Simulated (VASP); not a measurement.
# GaP (F-43m) in VASP: settings compared

Aim: see how the results for GaP move with the level of theory and the settings. Levels: PBE+D3(BJ), PBE+D4, PBEsol+D3(BJ), b88 exchange, pbe correlation. Tasks: single point, relaxation of cell and atoms.

Everything below comes from runs of VASP 6.6.1. Logs are shortened: lines on timing, memory, paths and dates and some standing lists are left out, and cuts for length are marked.

**The experiment to reproduce.**

From “Stacking defects in GaP nanowires: Electronic structure and optical properties”, 2018, arxiv:1810.01194, for a bulk crystal of GaP at 10 K: band gap 2.34 eV (indirect).

How close the calculation comes is told below.

## 1. The cell of the first run

It takes space group F-43m (No. 216, cubic). Conventional cell: a = 5.445 Å, b = 5.445 Å, c = 5.445 Å, α = 90.00°, β = 90.00°, γ = 90.00°. Ga (site symmetry -43m) has 4 P at 2.36 Å within 3.1 Å. Within 3.1 Å of P (site symmetry -43m) lie 4 Ga at 2.36 Å.

## 2. Single point, PBE+D3(BJ)

Input file INCAR:

```
ALGO = Normal
EDIFF = 1E-6
ENCUT = 520
GGA = PE
ISIF = 2
ISMEAR = -1
IVDW = 12
LASPH = True
LCHARG = False
LREAL = False
LWAVE = False
NBANDS = 16
NELM = 80
PREC = Accurate
SIGMA = 0.05
```

Input file KPOINTS:

```
k-points
0
Gamma
  8 8 8
```

Input file POSCAR:

```
GaP
1.0
    0.0000000000      2.7226794196      2.7226794196
    2.7226794196      0.0000000000      2.7226794196
    2.7226794196      2.7226794196      0.0000000000
Ga P
1 1
Direct
    0.0000000000      0.0000000000      0.0000000000
    0.7500000000      0.7500000000      0.7500000000
```

Potentials or basis: VASP PAW PBE potentials, release 64 (Ga_d, P).

The run is started by

```console
$ cat potpaw_PBE.64/Ga_d/POTCAR potpaw_PBE.64/P/POTCAR > POTCAR
$ mpirun -np 1 vasp_std > vasp.out
```

OUTCAR:

```text
EDIFF = 1E-6
   ENCUT = 520
   GGA = PE
   ISIF = 2
   ISMEAR = -1
   IVDW = 12
   LASPH = True
   LREAL = False
   NELM = 80
   PREC = Accurate
 IVDW          = 12

 ion  position               nearest neighbor table
   1  0.000  0.000  0.000-   2 2.36   2 2.36   2 2.36   2 2.36
   2  0.750  0.750  0.750-   1 2.36   1 2.36   1 2.36   1 2.36

  LATTYP: Found a face centered cubic cell.
 ALAT       =     5.4453588392

  Lattice vectors:

 A1 = (   0.0000000000,   2.7226794196,   2.7226794196)
 A2 = (   2.7226794196,   0.0000000000,   2.7226794196)
 A3 = (   2.7226794196,   2.7226794196,   0.0000000000)

Analysis of symmetry for initial positions (statically):
=====================================================================
 Subroutine PRICEL returns:
 Original cell was already a primitive cell.

 Routine SETGRP: Setting up the symmetry group for a
 face centered cubic supercell.

 Subroutine GETGRP returns: Found 24 space group operations
 (whereof 24 operations were pure point group operations)
 out of a pool of 48 trial point group operations.

The static configuration has the point symmetry T_d .

Analysis of symmetry for dynamics (positions and initial velocities):
=====================================================================
 Subroutine PRICEL returns:
 Original cell was already a primitive cell.

 Routine SETGRP: Setting up the symmetry group for a
 face centered cubic supercell.

 Subroutine GETGRP returns: Found 24 space group operations
 (whereof 24 operations were pure point group operations)
 out of a pool of 48 trial point group operations.

The dynamic configuration has the point symmetry T_d .

 Subroutine INISYM returns: Found 24 space group operations
 (whereof 24 operations are pure point group operations),
 and found     1 'primitive' translations

----------------------------------------------------------------------------------------

                                     Primitive cell

  volume of cell :      40.3664

  direct lattice vectors                    reciprocal lattice vectors
     0.000000000  2.722679420  2.722679420    -0.183642627  0.183642627  0.183642627
     2.722679420  0.000000000  2.722679420     0.183642627 -0.183642627  0.183642627
     2.722679420  2.722679420  0.000000000     0.183642627  0.183642627 -0.183642627

  length of vectors
     3.850450161  3.850450161  3.850450161     0.318078360  0.318078360  0.318078360

  position of ions in fractional coordinates (direct lattice)
     0.000000000  0.000000000  0.000000000
     0.750000000  0.750000000  0.750000000

  ion indices of the primitive-cell ions
   primitive index   ion index
                 1           1
                 2           2

----------------------------------------------------------------------------------------

 KPOINTS: k-points

Automatic generation of k-mesh.
 Grid dimensions read from file:
 generate k-points for:    8    8    8

 Generating k-lattice:

  Cartesian coordinates                     Fractional coordinates (reciprocal lattice)
    -0.022955328  0.022955328  0.022955328     0.125000000  0.000000000  0.000000000
     0.022955328 -0.022955328  0.022955328     0.000000000  0.125000000  0.000000000
     0.022955328  0.022955328 -0.022955328     0.000000000  0.000000000  0.125000000

  Length of vectors
     0.039759795  0.039759795  0.039759795

  Shift w.r.t. Gamma in fractional coordinates (k-lattice)
     0.000000000  0.000000000  0.000000000

 Subroutine IBZKPT returns following result:
 ===========================================

 Found     29 irreducible k-points:

 Following reciprocal coordinates:
            Coordinates               Weight
  0.000000  0.000000  0.000000      1.000000
  0.125000  0.000000  0.000000      8.000000
  0.250000  0.000000  0.000000      8.000000
  0.375000  0.000000  0.000000      8.000000
  0.500000  0.000000  0.000000      4.000000
  0.125000  0.125000  0.000000      6.000000
[... 16 lines left out ...]
  0.500000  0.250000  0.125000     48.000000
 -0.375000  0.250000  0.125000     24.000000
[... 51 lines left out ...]
      4      -9.7793      2.00000
      5      -9.7647      2.00000
      6      -6.3630      2.00000
[... 8 lines left out ...]
     15      15.5405      0.00000
     16      15.5763      0.00000

 k-point     9 :       0.5000    0.1250    0.0000
  band No.  band energies     occupation
      1      -9.9582      2.00000
      2      -9.8470      2.00000
      3      -9.8427      2.00000
      4      -9.7733      2.00000
      5      -9.7650      2.00000
      6      -5.6775      2.00000
[... 8 lines left out ...]
     15      16.3804      0.00000
     16      16.6572      0.00000
[... 172 lines left out ...]
 k-point    19 :       0.5000    0.3750    0.0000
  band No.  band energies     occupation
      1      -9.9851      2.00000
      2      -9.8182      2.00000
      3      -9.8135      2.00000
      4      -9.8027      2.00000
      5      -9.7551      2.00000
      6      -5.0710      2.00000
[... 8 lines left out ...]
     15      16.7078      0.00000
     16      17.9304      0.00000

 k-point    20 :      -0.3750    0.3750    0.0000
  band No.  band energies     occupation
      1      -9.9771      2.00000
      2      -9.8281      2.00000
      3      -9.8176      2.00000
      4      -9.7932      2.00000
      5      -9.7614      2.00000
      6      -4.8888      2.00000
[... 8 lines left out ...]
     15      15.0994      0.00000
     16      19.4082      0.00000

 k-point    21 :       0.5000    0.5000    0.0000
  band No.  band energies     occupation
      1      -9.9931      2.00000
      2      -9.8100      2.00000
      3      -9.8085      2.00000
      4      -9.8085      2.00000
      5      -9.7518      2.00000
      6      -4.8534      2.00000
[... 8 lines left out ...]
     15      17.0859      0.00000
     16      17.6926      0.00000

 k-point    22 :       0.3750    0.2500    0.1250
  band No.  band energies     occupation
      1      -9.9422      2.00000
      2      -9.8475      2.00000
      3      -9.8435      2.00000
      4      -9.7847      2.00000
      5      -9.7647      2.00000
      6      -6.5633      2.00000
[... 8 lines left out ...]
     15      15.8144      0.00000
     16      17.1230      0.00000

 k-point    23 :       0.5000    0.2500    0.1250
  band No.  band energies     occupation
      1      -9.9577      2.00000
      2      -9.8437      2.00000
      3      -9.8343      2.00000
      4      -9.7826      2.00000
      5      -9.7648      2.00000
      6      -5.8065      2.00000
[... 8 lines left out ...]
     15      16.2411      0.00000
     16      17.5287      0.00000

 k-point    24 :      -0.3750    0.2500    0.1250
  band No.  band energies     occupation
      1      -9.9635      2.00000
      2      -9.8432      2.00000
      3      -9.8310      2.00000
      4      -9.7790      2.00000
      5      -9.7664      2.00000
      6      -5.3490      2.00000
[... 8 lines left out ...]
     15      16.6965      0.00000
     16      17.2076      0.00000

 [... further k-points ...]

------------------------ aborting loop because EDIFF is reached ----------------------------------------

 Edisp (eV)   -0.63494

 E8    (eV) :    -0.2693

  FORCE on cell =-STRESS in cart. coord.  units (eV):
  Direction    XX          YY          ZZ          XY          YZ          ZX
  --------------------------------------------------------------------------------------
  -------------------------------------------------------------------------------------
  Total      -0.01603    -0.01603    -0.01603     0.00000     0.00000    -0.00000
  in kB      -0.63633    -0.63633    -0.63633     0.00000     0.00000    -0.00000
  external pressure =       -0.64 kB  Pullay stress =        0.00 kB

 VOLUME and BASIS-vectors are now :
 -----------------------------------------------------------------------------
  energy-cutoff  :      520.00
  volume of cell :       40.37
      direct lattice vectors                 reciprocal lattice vectors
     0.000000000  2.722679420  2.722679420    -0.183642627  0.183642627  0.183642627
     2.722679420  0.000000000  2.722679420     0.183642627 -0.183642627  0.183642627
     2.722679420  2.722679420  0.000000000     0.183642627  0.183642627 -0.183642627

 POSITION                                       TOTAL-FORCE (eV/Angst)
 -----------------------------------------------------------------------------------
      0.00000      0.00000      0.00000         0.000000      0.000000      0.000000
      4.08402      4.08402      4.08402        -0.000000     -0.000000     -0.000000
 -----------------------------------------------------------------------------------
    total drift:                               -0.000002     -0.000002     -0.000002

  FREE ENERGIE OF THE ION-ELECTRON SYSTEM (eV)
  ---------------------------------------------------
  free  energy   TOTEN  =        -9.7491906694 eV

  energy  without entropy=       -9.7491906662  energy(sigma->0) =       -9.74919067
```

Wall time 38 s (1 thread of Intel Xeon 8259CL, shared host); peak memory 0.18 GiB.

Results:

```yaml
Free_energy: -9.7492 eV
Pressure: -0.1 GPa
Band_gap_on_the_k_mesh: 1.64 eV (least direct gap 1.85 eV)
Dispersion_energy_per_atom: -0.317 eV
```

Levels at points of the mesh, in eV from the valence-band top:
| k point | band 7 | band 8 | band 9 | band 10 | band 11 | band 12 |
| --- | --- | --- | --- | --- | --- | --- |
| (0.00, 0.00, 0.00) | 0.00 | 0.00 | 0.00 | 1.85 | 3.89 | 3.89 |
| (0.50, 0.00, 0.00) | -6.65 | -1.12 | -1.12 | 1.68 | 4.72 | 4.72 |
| (0.50, 0.50, 0.00) | -6.77 | -2.69 | -2.69 | 1.65 | 1.82 | 10.62 |

## 3. Relaxation of cell and atoms, PBE+D4

This run uses another cell than the first one, of 20.24 Å³/atom.

Input file INCAR:

```
SYSTEM = GaP
  ALGO = Normal
  EDIFF = 1E-6
  EDIFFG = -0.02
  ENCUT = 600
  GGA = PE
  IBRION = 2
  ISIF = 3
  ISMEAR = -1
  IVDW = 13
  LASPH = .TRUE.
  LCHARG = .FALSE.
  LREAL = .FALSE.
  LWAVE = .FALSE.
  NELM = 80
  NSW = 80
  PREC = Accurate
  SIGMA = 0.05
```

Input file KPOINTS:

```
k-points
0
G
  8 8 8
  0 0 0
```

Input file POSCAR:

```
GaP
1.0
    0.0000000000      2.7252500000      2.7252500000
    2.7252500000      0.0000000000      2.7252500000
    2.7252500000      2.7252500000      0.0000000000
Ga P
1 1
Direct
    0.0000000000      0.0000000000      0.0000000000
    0.7500000000      0.7500000000      0.7500000000
```

Potentials or basis: VASP PAW PBE potentials, release 64 (Ga_d, P).

The run is started by

```console
$ cat potpaw_PBE.64/Ga_d/POTCAR potpaw_PBE.64/P/POTCAR > POTCAR
$ mpirun -np 1 vasp_std > vasp.out
```

Wall time 67 s (1 thread of Intel Xeon 8259CL, shared host); peak memory 0.2 GiB.

Results (log left out):

```
Free energy                           : -9.9434 eV
Relaxed volume                        : 20.04 Å³/atom
Relaxed cell                          : a = 3.841 Å, b = 3.841 Å, c = 3.841 Å, α = 60.00°, β = 60.00°, γ = 60.00°
Space group after relaxing (to 0.1 Å) : F-43m (No. 216)
Energy gained by relaxing             : 0.5 meV/atom
Ionic steps                           : 3
Pressure after relaxing               : -0.1 GPa
Band gap on the k mesh                : 1.63 eV (least direct gap 1.91 eV)
Dispersion energy per atom            : -0.417 eV
```

Step by step:
| step | energy change (eV) | largest force (eV/Å) | pressure (GPa) | volume (Å³) |
| --- | --- | --- | --- | --- |
| 1 | 0.0000 | 0.0000 | -0.88 | 40.48 |
| 2 | -0.0007 | 0.0000 | 0.55 | 39.83 |
| 3 | -0.0011 | 0.0000 | -0.06 | 40.08 |

Final structure:
```yaml
crystal:
  lattice:
    - [0.00000, 2.71619, 2.71619]
    - [2.71619, 0.00000, 2.71619]
    - [2.71619, 2.71619, 0.00000]
  atoms:
    - { symbol: Ga, position: [0.00000, 0.00000, 0.00000] }
    - { symbol: P, position: [0.75000, 0.75000, 0.75000] }
```

Levels at points of the mesh, in eV from the valence-band top:
| k point | band 5 | band 6 | band 7 | band 8 | band 9 | band 10 | band 11 | band 12 | band 13 |
| --- | --- | --- | --- | --- | --- | --- | --- | --- | --- |
| (0.00, 0.00, 0.00) | -14.47 | -12.57 | 0.00 | 0.00 | 0.00 | 1.91 | 3.89 | 3.89 | 3.89 |
| (0.50, 0.00, 0.00) | -14.46 | -10.47 | -6.69 | -1.13 | -1.13 | 1.70 | 4.72 | 4.72 | 8.31 |
| (0.50, 0.50, 0.00) | -14.44 | -9.56 | -6.80 | -2.72 | -2.72 | 1.63 | 1.81 | 10.67 | 10.67 |

## 4. Single point, PBEsol+D3(BJ), non-collinear spin, zero start, spin-orbit coupling

This run uses another cell than the first one, of 20.24 Å³/atom.

Input file INCAR:

```
SYSTEM = GaP
PREC = Accurate
ENCUT = 520
EDIFF = 1E-6
ISMEAR = -1
SIGMA = 0.1
LREAL = .False.
LASPH = .True.
NELM = 150
ALGO = Normal
ISIF = 2
LWAVE = .False.
LCHARG = .True.
LNONCOLLINEAR = .True.
MAGMOM = 0 0 0 0 0 0
LORBIT = 11
LSORBIT = .True.
GGA_COMPAT = .False.
LORBMOM = .True.
GGA = PS
IVDW = 12
LVHAR = .True.
NBANDS = 30
```

Input file KPOINTS:

```
Automatic mesh
0
Gamma
  6 6 6
  0 0 0
```

POSCAR is that of step 3.

The run is started by

```console
$ cat potpaw_PBE.64/Ga_d/POTCAR potpaw_PBE.64/P/POTCAR > POTCAR
$ mpirun -np 1 vasp_ncl > vasp.out
```

Run time: 2.8 min. Hardware: 1 thread of Intel Xeon 8259CL, shared host; peak memory 0.3 GiB.

It converged, with:

| Property | Result |
| --- | --- |
| Free energy | -10.4746 eV |
| Pressure | -2.9 GPa |
| Net moment | 0.00 μB per cell |
| Valence electrons inside the program's atomic spheres | Ga 11.73; P 2.53 |
| Dispersion energy per atom | -0.281 eV |

Moments on the atoms (μB; x, y, z):
```
Ga  0.00 0.00 0.00
P   0.00 0.00 0.00
```

Caveat: the PAW data sets were made with another functional, which shifts forces and pressure a little.

## 5. Single point, b88 exchange, pbe correlation

This run uses another cell than the first one, of 19.03 Å³/atom.

Input file INCAR:

```
SYSTEM = GaP
PREC     = Accurate       ! precision mode
ENCUT    = 500            ! plane-wave cutoff, eV
EDIFF    = 1E-6           ! SCF threshold, eV
ISMEAR   = -1             ! smearing method
SIGMA    = 0.05           ! smearing width, eV
LREAL    = .False.        ! projectors in reciprocal space
LASPH    = .True.         ! aspherical terms in the spheres
NELM     = 120            ! most SCF steps
ALGO     = Normal         ! electronic algorithm
ISIF     = 2              ! what is computed and relaxed
LWAVE    = .False.        ! write WAVECAR
LCHARG   = .False.        ! write CHGCAR
GGA      = LIBXC          ! functional
LIBXC1   = GGA_X_B88    
LIBXC2   = GGA_C_PBE    
NBANDS   = 16             ! bands
GGA_COMPAT= .False.
```

Input file KPOINTS:

```
Automatic mesh
0
Gamma
  8 8 8
  0 0 0
```

Input file POSCAR:

```
GaP
1.0
    0.0000000000      2.6696170428      2.6696170428
    2.6696170428      0.0000000000      2.6696170428
    2.6696170428      2.6696170428      0.0000000000
Ga P
1 1
Direct
    0.0000000000      0.0000000000      0.0000000000
    0.7500000000      0.7500000000      0.7500000000
```

The run is started by

```console
$ cat potpaw_PBE.64/Ga_d/POTCAR potpaw_PBE.64/P/POTCAR > POTCAR
$ mpirun -np 1 vasp_std > vasp.out
```

Run time: 12 s. Hardware: 1 thread of Intel Xeon Platinum 8488C (Sapphire Rapids), shared host; peak memory 0.16 GiB.

The run converged. Its results:

```yaml
Free_energy: -8.8099 eV
Pressure: 8.4 GPa
Band_gap_on_the_k_mesh: 1.52 eV (least direct gap 2.33 eV)
```

Levels at points of the mesh, in eV from the valence-band top:
| k point | band 7 | band 8 | band 9 | band 10 | band 11 | band 12 |
| --- | --- | --- | --- | --- | --- | --- |
| (0.00, 0.00, 0.00) | 0.00 | 0.00 | 0.00 | 2.33 | 3.87 | 3.87 |
| (0.50, 0.00, 0.00) | -7.00 | -1.21 | -1.21 | 1.86 | 4.70 | 4.70 |
| (0.50, 0.50, 0.00) | -7.06 | -2.90 | -2.90 | 1.52 | 1.75 | 11.06 |

Caveat: the cell stands under pressure; the PAW data sets were made with another functional, which shifts forces and pressure a little.

## 6. Single point, b88 exchange, pbe correlation

This run uses another cell than the first one, of 19.43 Å³/atom.

Input file INCAR:

```
SYSTEM = GaP
ALGO = Normal
EDIFF = 1E-6
ENCUT = 500
GGA = LIBXC
GGA_COMPAT = .FALSE.
ISIF = 2
ISMEAR = -1
LASPH = .TRUE.
LCHARG = .FALSE.
LIBXC1 = GGA_X_B88
LIBXC2 = GGA_C_PBE
LREAL = .FALSE.
LWAVE = .FALSE.
NBANDS = 16
NELM = 120
PREC = Accurate
SIGMA = 0.05
```

Input file KPOINTS:

```
k-points
0
G
  8 8 8
  0 0 0
```

Input file POSCAR:

```
GaP
1.0
    0.0000000000      2.6884177822      2.6884177822
    2.6884177822      0.0000000000      2.6884177822
    2.6884177822      2.6884177822      0.0000000000
Ga P
1 1
Direct
    0.0000000000      0.0000000000      0.0000000000
    0.7500000000      0.7500000000      0.7500000000
```

Potentials or basis: VASP PAW PBE potentials, release 64 (Ga_d, P).

The run is started by

```console
$ cat potpaw_PBE.64/Ga_d/POTCAR potpaw_PBE.64/P/POTCAR > POTCAR
$ mpirun -np 1 vasp_std > vasp.out
```

It took 13 s on 1 thread of Intel Xeon Platinum 8488C (Sapphire Rapids), shared host; peak memory 0.16 GiB.

Results (log left out):

| Quantity | Value |
| --- | --- |
| Free energy | -8.8470 eV |
| Pressure | 6.2 GPa |
| Band gap on the k mesh | 1.56 eV (least direct gap 2.16 eV) |

Levels at points of the mesh, in eV from the valence-band top:
| k point | band 6 | band 7 | band 8 | band 9 | band 10 | band 11 | band 12 | band 13 |
| --- | --- | --- | --- | --- | --- | --- | --- | --- |
| (0.00, 0.00, 0.00) | -12.80 | 0.00 | 0.00 | 0.00 | 2.16 | 3.88 | 3.88 | 3.88 |
| (0.50, 0.00, 0.00) | -10.60 | -6.87 | -1.18 | -1.18 | 1.79 | 4.71 | 4.71 | 8.35 |
| (0.50, 0.50, 0.00) | -9.65 | -6.95 | -2.82 | -2.82 | 1.56 | 1.78 | 10.90 | 10.90 |

Caveat: the cell stands under pressure; the PAW data sets were made with another functional, which shifts forces and pressure a little.

## 7. The runs side by side

| task | level | spin | cell | k mesh | cutoff (eV) | smearing | gap on the mesh (eV) | pressure (GPa) |
| --- | --- | --- | --- | --- | --- | --- | --- | --- |
| single point | PBE+D3(BJ) | off | a = 3.850 Å, angles 60.0°, 2 atoms | 8 × 8 × 8 | 520 | fermi-dirac 0.05 eV | 1.64 | -0.1 |
| relaxation of cell and atoms | PBE+D4 | off | relaxed from a = 3.854 Å, angles 60.0°, 2 atoms | 8 × 8 × 8 | 600 | fermi-dirac 0.05 eV | 1.63 | -0.1 |
| single point | PBEsol+D3(BJ) | non-collinear, zero start, SOC | a = 3.854 Å, angles 60.0°, 2 atoms | 6 × 6 × 6 | 520 | fermi-dirac 0.1 eV | - | -2.9 |
| single point | b88 exchange, pbe correlation | off | a = 3.775 Å, angles 60.0°, 2 atoms | 8 × 8 × 8 | 500 | fermi-dirac 0.05 eV | 1.52 | 8.4 |
| single point | b88 exchange, pbe correlation | off | a = 3.802 Å, angles 60.0°, 2 atoms | 8 × 8 × 8 | 500 | fermi-dirac 0.05 eV | 1.56 | 6.2 |

Alike in all rows: potentials or basis VASP PAW PBE potentials, release 64 (Ga_d, P).

Caveats: the PAW data sets were made with another functional, which shifts forces and pressure a little (at least some runs); the cell stands under pressure (at least some runs).

Total energies depend on the potentials used, so only differences within one code and one set of settings carry meaning.

## 8. Comparison with measurements

Step 2. Measured gap of GaP: 2.34 eV (indirect; 10 K; quoted in “Stacking defects in GaP nanowires: Electronic structure and optical properties”, 2018, arxiv:1810.01194). This calculation gives 1.64 eV (-0.70 eV). Spin-orbit coupling on Ga is left out. The value is that of PBE+D3(BJ) on a finite k mesh, which can miss the band edges, without temperature or zero-point motion. Semilocal functionals fall short of measured gaps as a rule.
